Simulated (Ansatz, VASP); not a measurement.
## Two plane-wave programs on GaN

```
Ga N
1.0
     3.15175    0.00000    0.00000
    -1.57587    2.72949    0.00000
     0.00000    0.00000    5.13839
Ga N
2 2
Direct
  0.33333 0.66667 0.00029
  0.66667 0.33333 0.50029
  0.33333 0.66667 0.37671
  0.66667 0.33333 0.87671
```

Alike in both runs: functional LDA; k mesh 8 × 8 × 5; no spin polarisation.

Ansatz relaxed the structure, and its values are those at the end. VASP's run is a single point on that final structure, the one shown.

```csv
,VASP,Ansatz
version,VASP 6.6.1,Ansatz 0.2.0
potentials or method,"VASP PAW LDA potentials, release 64 (Ga_d, N)","scalar-relativistic, plane waves, PAW"
plane-wave cutoff (eV),520,420
occupations,"gaussian, width 0.01 eV",fixed
valence electrons in the cell,36,36
```

```csv
,VASP,Ansatz,Ansatz less VASP
gap on the k mesh at the Fermi level (eV),2.15,2.13,-0.017
least direct gap on the mesh (eV),2.15,2.13,-0.017
pressure (GPa),1.1,0.0,-1.09
```

LDA's correlation is that of Perdew and Zunger in VASP and of Perdew and Wang (1992) in Ansatz.
